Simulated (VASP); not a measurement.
# TaN in VASP: notebook

TaN is run at these levels: r2SCAN; tasks: single point, relaxation of cell and atoms.

Program: VASP 6.6.1. These are calculated values, not measurements. Logs are shortened: lines on timing, memory, paths and dates and some standing lists are left out, and cuts for length are marked.

### Step 1. The cell of the first run

The structure is cubic, space group Fm-3m (No. 225). Conventional cell: a = 4.483 Å, b = 4.483 Å, c = 4.483 Å, α = 90.00°, β = 90.00°, γ = 90.00°. Ta (site symmetry m-3m) has 6 N at 2.24 Å within 3.0 Å. N (site symmetry m-3m) has 6 Ta at 2.24 Å within 3.0 Å.

### Step 2. Single point, r2SCAN (volume scaled by 1.06)

POSCAR reads:

```
TaN
1.0
    0.0000000000      2.2413805221      2.2413805221
    2.2413805221      0.0000000000      2.2413805221
    2.2413805221      2.2413805221      0.0000000000
Ta N
1 1
Direct
    0.5000000000      0.5000000000      0.5000000000
    0.0000000000      0.0000000000      0.0000000000
```

INCAR.step1 reads:

```
PREC = Accurate
ENCUT = 520
ISMEAR = 0
SIGMA = 0.1
LREAL = False
LASPH = True
NELM = 60
NBANDS = 15
GGA = PE
ALGO = Normal
EDIFF = 1E-4
LWAVE = True
LCHARG = False
```

INCAR.step2 reads:

```
PREC = Accurate
ENCUT = 520
EDIFF = 1E-6
ISMEAR = 0
SIGMA = 0.1
LREAL = False
LASPH = True
NELM = 60
ALGO = Normal
ISIF = 2
LWAVE = False
LCHARG = False
METAGGA = R2SCAN
LMIXTAU = True
NBANDS = 15
ISTART = 1
```

KPOINTS reads:

```
Automatic mesh
0
Gamma
  16 16 16
```

Potentials or basis: VASP PAW PBE potentials, release 64 (Ta_pv, N).

Command:

```sh
> cat potpaw_PBE.64/Ta_pv/POTCAR potpaw_PBE.64/N/POTCAR > POTCAR
> cp INCAR.step1 INCAR
> mpirun -np 1 vasp_std > vasp.out
> cp INCAR.step2 INCAR
> mpirun -np 1 vasp_std > vasp.out
```

OUTCAR:

```text
PREC = Accurate
   ENCUT = 520
   EDIFF = 1E-6
   ISMEAR = 0
   LREAL = False
   LASPH = True
   NELM = 60
   ISIF = 2
   METAGGA = R2SCAN
   ISTART = 1

 ion  position               nearest neighbor table
   1  0.500  0.500  0.500-   2 2.24   2 2.24   2 2.24   2 2.24   2 2.24   2 2.24
   2  0.000  0.000  0.000-   1 2.24   1 2.24   1 2.24   1 2.24   1 2.24   1 2.24

  LATTYP: Found a face centered cubic cell.
 ALAT       =     4.4827610442

  Lattice vectors:

 A1 = (   0.0000000000,   2.2413805221,   2.2413805221)
 A2 = (   2.2413805221,   0.0000000000,   2.2413805221)
 A3 = (   2.2413805221,   2.2413805221,   0.0000000000)

Analysis of symmetry for initial positions (statically):
=====================================================================
 Subroutine PRICEL returns:
 Original cell was already a primitive cell.

 Routine SETGRP: Setting up the symmetry group for a
 face centered cubic supercell.

 Subroutine GETGRP returns: Found 48 space group operations
 (whereof 48 operations were pure point group operations)
 out of a pool of 48 trial point group operations.

The static configuration has the point symmetry O_h .

Analysis of symmetry for dynamics (positions and initial velocities):
=====================================================================
 Subroutine PRICEL returns:
 Original cell was already a primitive cell.

 Routine SETGRP: Setting up the symmetry group for a
 face centered cubic supercell.

 Subroutine GETGRP returns: Found 48 space group operations
 (whereof 48 operations were pure point group operations)
 out of a pool of 48 trial point group operations.

The dynamic configuration has the point symmetry O_h .

 Subroutine INISYM returns: Found 48 space group operations
 (whereof 48 operations are pure point group operations),
 and found     1 'primitive' translations

----------------------------------------------------------------------------------------

                                     Primitive cell

  volume of cell :      22.5204

  direct lattice vectors                    reciprocal lattice vectors
     0.000000000  2.241380522  2.241380522    -0.223076802  0.223076802  0.223076802
     2.241380522  0.000000000  2.241380522     0.223076802 -0.223076802  0.223076802
     2.241380522  2.241380522  0.000000000     0.223076802  0.223076802 -0.223076802

  length of vectors
     3.169790733  3.169790733  3.169790733     0.386380356  0.386380356  0.386380356

  position of ions in fractional coordinates (direct lattice)
     0.500000000  0.500000000  0.500000000
     0.000000000  0.000000000  0.000000000

  ion indices of the primitive-cell ions
   primitive index   ion index
                 1           1
                 2           2

----------------------------------------------------------------------------------------

 KPOINTS: Automatic mesh

Automatic generation of k-mesh.
 Grid dimensions read from file:
 generate k-points for:   16   16   16

 Generating k-lattice:

  Cartesian coordinates                     Fractional coordinates (reciprocal lattice)
    -0.013942300  0.013942300  0.013942300     0.062500000  0.000000000  0.000000000
     0.013942300 -0.013942300  0.013942300     0.000000000  0.062500000  0.000000000
     0.013942300  0.013942300 -0.013942300     0.000000000  0.000000000  0.062500000

  Length of vectors
     0.024148772  0.024148772  0.024148772

  Shift w.r.t. Gamma in fractional coordinates (k-lattice)
     0.000000000  0.000000000  0.000000000

 Subroutine IBZKPT returns following result:
 ===========================================

 Found    145 irreducible k-points:

 Following reciprocal coordinates:
            Coordinates               Weight
  0.000000  0.000000  0.000000      1.000000
  0.062500  0.000000  0.000000      8.000000
  0.125000  0.000000  0.000000      8.000000
  0.187500  0.000000  0.000000      8.000000
  0.250000  0.000000  0.000000      8.000000
  0.312500  0.000000  0.000000      8.000000
[... 16 lines left out ...]
 -0.125000  0.062500  0.000000     24.000000
 -0.062500  0.062500  0.000000     12.000000
 [... further k-points ...]
   k-points           NKPTS =    145   k-points in BZ     NKDIM =    145   number of bands    NBANDS=     15
   number of dos      NEDOS =    301   number of ions     NIONS =      2
   total plane-waves  NPLWV =  13824
   dimension x,y,z NGX =    24 NGY =   24 NGZ =   24
   dimension x,y,z NGXF=    48 NGYF=   48 NGZF=   48
   ions per type =               1   1
   NGX,Y,Z   is equivalent  to a cutoff of  12.59, 12.59, 12.59 a.u.
   NGXF,Y,Z  is equivalent  to a cutoff of  25.17, 25.17, 25.17 a.u.
 SYSTEM =  unknown system
   PREC   = accura    normal or accurate (medium, high low for compatibility)
   ISTART =      1    job   : 0-new  1-cont  2-samecut
   ICHARG =      0    charge: 1-file 2-atom 10-const
   ISPIN  =      1    spin polarized calculation?
   LNONCOLLINEAR =      F non collinear calculations
   LSORBIT =      F    spin-orbit coupling
   LASPH  =      T    aspherical Exc in radial PAW
   ENCUT  =  520.0 eV  38.22 Ry    6.18 a.u.   5.89  5.89  5.89*2*pi/ulx,y,z
   NELM   =     60;   NELMIN=  2; NELMDL=  0     # of ELM steps
   EDIFF  = 0.1E-05   stopping-criterion for ELM
   LREAL  =      F    real-space projection
   EDIFFG = 0.1E-04   stopping-criterion for IOM
   NSW    =      0    number of steps for IOM
   IBRION =     -1    ionic relax: 0-MD 1-quasi-New 2-CG
   NFREE  =      0    steps in history (QN), initial steepest desc. (CG)
   ISIF   =      2    stress and relaxation
   ISYM   =      2    0-nonsym 1-usesym 2-fastsym
   POTIM  = 0.5000    time-step for ionic-motion
   TEBEG  =    0.0;   TEEND  =   0.0 temperature during run
   PSTRESS=    0.0 pullay stress
   NELECT =      16.0000    total number of electrons
   NUPDOWN=      -1.0000    fix difference up-down
   EMIN   =  10.00;   EMAX   =-10.00  energy-range for DOS
   EFERMI =   0.00;   METHOD = LEGACY
   ISMEAR =     0;   SIGMA  =   0.10  broadening in eV -4-tet -1-fermi 0-gaus
   EFERMI_NEDOS =   21; number of points for ismear=-14 and -15
   IALGO  =     38    algorithm
   IMIX   =      4    mixing-type and parameters
     AMIX     =   0.40;   BMIX     =  1.00
     AMIX_MAG =   1.60;   BMIX_MAG =  1.00
  volume/ion in A,a.u.               =      11.26        75.99
  Fermi-wavevector in a.u.,A,eV,Ry     =   1.460795  2.760502 29.033766  2.133922
  Thomas-Fermi vector in A             =   2.577202
   LORBIT       =      0    0 simple, 1 ext, 2 COOP (PROOUT), +10 PAW based schemes
   METAGGA = R2SCAN    functional components
   LHFCALC =     F    Hartree Fock is set to
   AEXX    =    0.0000 exact exchange contribution
   IVDW    =     0    specifies the selected vdW correction
   LEPSILON=     F    determine dielectric tensor
   LRPA    =     F    only Hartree local field effects (RPA)
 non-spin polarized calculation
 Gauss-broadening in eV      SIGMA  =   0.10
  energy-cutoff  :      520.00
  volume of cell :       22.52
 maximum number of plane-waves:       620
   NGX = 11   NGY = 11   NGZ = 11

 number of electron      16.0000000 magnetization

 Free energy of the ion-electron system (eV)
  ---------------------------------------------------
  ext. energy  EPLUGINS =         0.00000000
  ---------------------------------------------------
  free energy    TOTEN  =       -59.56392697 eV

  energy without entropy =      -59.55810361  energy(sigma->0) =      -59.56101529

 E-fermi :   8.9602     XC(G=0): -14.0907

 val. band max:        8.9535973680   @ k =  -0.3125   0.3750   0.1875
 cond. band min:       8.9665382538   @ k =  -0.3125   0.3125   0.1250
 fundamental gap:      0.0129408858
 Fermi energy:         8.9601804207

 k-point     1 :       0.0000    0.0000    0.0000
  band No.  band energies     occupation
      1     -28.2910      2.00000
      2     -28.2910      2.00000
      3     -28.2910      2.00000
      4     -10.5603      2.00000
      5       4.9981      2.00000
      6       4.9981      2.00000
      7       4.9981      2.00000
      8       6.9564      2.00000
      9       6.9564      2.00000
     10       6.9564      2.00000
     11       9.0940      0.05840
     12       9.0940      0.05840
     13      10.2637      0.00000
     14      18.3830      0.00000
     15      18.9430      0.00000

 k-point     2 :       0.0625    0.0000    0.0000
  band No.  band energies     occupation
      1     -28.3197      2.00000
      2     -28.2936      2.00000
      3     -28.2936      2.00000
      4     -10.4748      2.00000
      5       4.5090      2.00000
      6       4.6888      2.00000
      7       4.6888      2.00000
      8       7.1033      2.00000
      9       7.1033      2.00000
     10       7.1571      2.00000
     11       9.4565      0.00000
     12       9.4565      0.00000
     13      10.5692      0.00000
     14      18.3830      0.00000
     15      19.2180      0.00000

 k-point     3 :       0.1250    0.0000    0.0000
  band No.  band energies     occupation
      1     -28.4004      2.00000
      2     -28.3011      2.00000
      3     -28.3011      2.00000
      4     -10.2275      2.00000
      5       3.4884      2.00000
      6       4.0269      2.00000
      7       4.0269      2.00000
      8       7.4548      2.00000
      9       7.4548      2.00000
     10       7.4714      2.00000
     11      10.3554      0.00000
     12      10.3554      0.00000
     13      11.3448      0.00000
     14      18.3829      0.00000
     15      19.9703      0.00000

 k-point     4 :       0.1875    0.0000    0.0000
  band No.  band energies     occupation
      1     -28.5190      2.00000
      2     -28.3123      2.00000
      3     -28.3123      2.00000
      4      -9.8450      2.00000
      5       2.3396      2.00000
      6       3.3083      2.00000
      7       3.3083      2.00000
      8       7.8021      2.00000
      9       7.9564      2.00000
     10       7.9564      2.00000
     11      11.5115      0.00000
     12      11.5115      0.00000
     13      12.3153      0.00000
     14      18.3826      0.00000
     15      20.9341      0.00000
[... 307 lines left out ...]
 k-point    22 :      -0.1875    0.0625    0.0000
  band No.  band energies     occupation
      1     -28.5684      2.00000
      2     -28.3436      2.00000
      3     -28.3075      2.00000
      4      -9.6457      2.00000
      5       1.8016      2.00000
      6       2.8450      2.00000
      7       3.2921      2.00000
      8       7.8755      2.00000
      9       7.8816      2.00000
     10       8.8031      1.97365
     11      10.9925      0.00000
     12      12.6290      0.00000
     13      13.0526      0.00000
     14      18.3823      0.00000
     15      21.3720      0.00000

 k-point    23 :      -0.1250    0.0625    0.0000
  band No.  band energies     occupation
      1     -28.4474      2.00000
      2     -28.3267      2.00000
      3     -28.2977      2.00000
      4     -10.0503      2.00000
      5       2.8480      2.00000
      6       3.5016      2.00000
      7       3.9528      2.00000
      8       7.4060      2.00000
      9       7.5904      2.00000
     10       8.1680      2.00000
     11      10.0081      0.00000
     12      11.4040      0.00000
     13      12.0544      0.00000
     14      18.3828      0.00000
     15      20.4932      0.00000

 k-point    24 :      -0.0625    0.0625    0.0000
  band No.  band energies     occupation
      1     -28.3593      2.00000
      2     -28.3091      2.00000
      3     -28.2928      2.00000
      4     -10.3371      2.00000
      5       3.8262      2.00000
      6       4.1775      2.00000
      7       4.5059      2.00000
      8       7.1238      2.00000
      9       7.3060      2.00000
     10       7.6147      2.00000
     11       9.4590      0.00000
     12      10.2920      0.00000
     13      11.1215      0.00000
     14      18.3829      0.00000
     15      19.6533      0.00000

 [... further k-points ...]
[... 5 lines left out ...]
  --------------------------------------------------------------------------------------
  -------------------------------------------------------------------------------------
  Total       -2.3145606     -2.3145606     -2.3145606      0.0000000      0.0000000      0.0000000
  in kB     -164.6654064   -164.6654064   -164.6654064      0.0000000      0.0000000      0.0000000
  external PRESSURE =    -164.6654064 kB  Pullay stress =       0.0000000 kB

 VOLUME and BASIS-vectors are now :
 -----------------------------------------------------------------------------
  energy-cutoff  :      520.00
  volume of cell :       22.52
      direct lattice vectors                 reciprocal lattice vectors
     0.000000000  2.241380522  2.241380522    -0.223076802  0.223076802  0.223076802
     2.241380522  0.000000000  2.241380522     0.223076802 -0.223076802  0.223076802
     2.241380522  2.241380522  0.000000000     0.223076802  0.223076802 -0.223076802

 POSITION                                       TOTAL-FORCE (eV/Angst)
 -----------------------------------------------------------------------------------
      2.24138      2.24138      2.24138         0.000000     -0.000000     -0.000000
      0.00000      0.00000      0.00000         0.000000      0.000000      0.000000
 -----------------------------------------------------------------------------------
    total drift:                                0.000000     -0.000000     -0.000000

  FREE ENERGIE OF THE ION-ELECTRON SYSTEM (eV)
  ---------------------------------------------------
  free  energy   TOTEN  =       -59.5639269708 eV

  energy  without entropy=      -59.5581036067  energy(sigma->0) =      -59.56101529
```

Wall time 64 s (1 thread of Intel Xeon 6975P-C (Granite Rapids), shared host); peak memory 0.17 GiB.

What came out:

```
Free energy            : -59.5639 eV
Pressure               : -16.5 GPa
Band gap on the k mesh : zero (band 8 reaches 10.71 eV, above the bottom of band 9 at 6.96 eV)
```

Caveat: the PAW data sets were made with another functional, which shifts forces and pressure a little; spin-orbit coupling is left out, which moves the levels of the heavy elements.

### Step 3. Single point, r2SCAN (biaxial strain in the a-b plane: -1.5 %)

POSCAR reads:

```
TaN
1.0
    2.1652923208      2.1652923208      0.0000000000
   -2.1652923208      2.1652923208      0.0000000000
    0.0000000000      0.0000000000      4.4361014247
Ta N
2 2
Direct
    0.5000000000      0.5000000000      0.0000000000
    0.0000000000      0.0000000000      0.5000000000
    0.0000000000      0.0000000000      0.0000000000
    0.5000000000      0.5000000000      0.5000000000
```

INCAR.step1 reads:

```
SYSTEM = TaN
PREC = Accurate
ENCUT = 520
ISMEAR = 0
SIGMA = 0.1
LREAL = .False.
LASPH = .True.
NELM = 80
NBANDS = 24
GGA = PE
ALGO = Normal
EDIFF = 1E-4
LWAVE = .True.
LCHARG = .False.
```

INCAR.step2 reads:

```
SYSTEM = TaN
PREC = Accurate
ENCUT = 520
EDIFF = 1E-6
ISMEAR = 0
SIGMA = 0.1
LREAL = .False.
LASPH = .True.
NELM = 80
ALGO = Normal
ISIF = 2
LWAVE = .False.
LCHARG = .False.
METAGGA = R2SCAN
LMIXTAU = .True.
NBANDS = 24
ISTART = 1
```

KPOINTS reads:

```
regular mesh
0
Gamma
  16 16 12
  0 0 0
```

Potentials or basis: VASP PAW PBE potentials, release 64 (Ta_pv, N).

Command:

```sh
> cat potpaw_PBE.64/Ta_pv/POTCAR potpaw_PBE.64/N/POTCAR > POTCAR
> cp INCAR.step1 INCAR
> mpirun -np 1 vasp_std > vasp.out
> cp INCAR.step2 INCAR
> mpirun -np 1 vasp_std > vasp.out
```

Wall time 9.6 min (1 thread of AMD EPYC 9R45 (Zen 5), shared host); peak memory 0.34 GiB.

The run converged. Its results:

| Item | Value |
| --- | --- |
| Free energy | -119.1892 eV |
| Pressure | 10.4 GPa |
| Band gap on the k mesh | zero (band 16 reaches 11.77 eV, above the bottom of band 17 at 7.74 eV) |

Stress tensor (GPa, compression positive):
```
15.10  0.00  0.00
 0.00 15.10  0.00
 0.00  0.00  0.91
```

Levels at points of the mesh, in eV from the Fermi level:
| k point | band 13 | band 14 | band 15 | band 16 | band 17 | band 18 | band 19 | band 20 |
| --- | --- | --- | --- | --- | --- | --- | --- | --- |
| (0.00, 0.00, 0.00) | -4.29 | -4.18 | -4.18 | -2.43 | -2.13 | -2.13 | -0.14 | 0.30 |
| (0.50, 0.00, 0.00) | -7.31 | -7.31 | 0.52 | 0.52 | 0.82 | 0.82 | 1.86 | 1.86 |
| (0.50, 0.50, 0.00) | -5.14 | -5.14 | -5.05 | -5.05 | 2.26 | 2.26 | 3.50 | 3.50 |
| (0.00, 0.00, 0.50) | -5.20 | -5.20 | -4.38 | -4.38 | 1.19 | 1.19 | 1.58 | 1.58 |
| (0.50, 0.00, 0.50) | -8.18 | -8.18 | 1.91 | 1.91 | 2.05 | 2.05 | 2.20 | 2.20 |
| (0.50, 0.50, 0.50) | -7.16 | -7.16 | -0.47 | -0.47 | -0.47 | -0.47 | 3.87 | 3.87 |

Caveat: the cell differs from its parent crystal (biaxial strain in the a-b plane: -1.5 %); the PAW data sets were made with another functional, which shifts forces and pressure a little; spin-orbit coupling is left out, which moves the levels of the heavy elements.

### Step 4. Single point, r2SCAN

This run uses another cell than the first one: it holds 4 atoms, not 2.

POSCAR reads:

```
TaN
1.0
    2.1982663155      2.1982663155      0.0000000000
   -2.1982663155      2.1982663155      0.0000000000
    0.0000000000      0.0000000000      4.3965326310
Ta N
2 2
Direct
    0.5000000000      0.5000000000      0.0000000000
    0.0000000000      0.0000000000      0.5000000000
    0.0000000000      0.0000000000      0.0000000000
    0.5000000000      0.5000000000      0.5000000000
```

INCAR.step1 reads:

```
ALGO = Normal
EDIFF = 1E-4
ENCUT = 520
GGA = PE
ISMEAR = 0
LASPH = T
LCHARG = F
LREAL = F
LWAVE = T
NBANDS = 24
NELM = 60
PREC = Accurate
SIGMA = 0.1
```

INCAR.step2 reads:

```
ALGO = Normal
EDIFF = 1E-6
ENCUT = 520
ISIF = 2
ISMEAR = 0
ISTART = 1
LASPH = T
LCHARG = T
LELF = T
LMIXTAU = T
LREAL = F
LVHAR = T
LWAVE = F
METAGGA = R2SCAN
NBANDS = 24
NELM = 60
PREC = Accurate
SIGMA = 0.1
```

KPOINTS reads:

```
k-points
0
Gamma
  16 16 12
```

Command:

```sh
> cat potpaw_PBE.64/Ta_pv/POTCAR potpaw_PBE.64/N/POTCAR > POTCAR
> cp INCAR.step1 INCAR
> mpirun -np 1 vasp_std > vasp.out
> cp INCAR.step2 INCAR
> mpirun -np 1 vasp_std > vasp.out
```

Run time: 8.6 min. Hardware: 1 thread of AMD EPYC 9R45 (Zen 5), shared host; peak memory 0.35 GiB.

Results (log left out):

| Quantity | Value |
| --- | --- |
| Free energy | -119.2516 eV |
| Pressure | 1.9 GPa |
| Band gap on the k mesh | zero (band 16 reaches 11.55 eV, above the bottom of band 17 at 7.45 eV) |

Levels at points of the mesh, in eV from the Fermi level:
```csv
k point,band 14,band 15,band 16,band 17,band 18,band 19
"(0.00, 0.00, 0.00)",-4.14,-4.14,-2.16,-2.16,-2.16,0.14
"(0.50, 0.00, 0.00)",-7.02,0.42,0.42,0.66,0.66,1.77
"(0.50, 0.50, 0.00)",-5.00,-5.00,-5.00,2.22,2.22,3.56
"(0.00, 0.00, 0.50)",-5.25,-4.21,-4.21,1.08,1.08,1.67
"(0.50, 0.00, 0.50)",-8.00,1.93,1.93,1.93,1.93,2.08
"(0.50, 0.50, 0.50)",-7.19,-0.20,-0.20,-0.20,-0.20,3.57
```

Caveat: the PAW data sets were made with another functional, which shifts forces and pressure a little; spin-orbit coupling is left out, which moves the levels of the heavy elements.

(Part 1 of 2 ends here.)
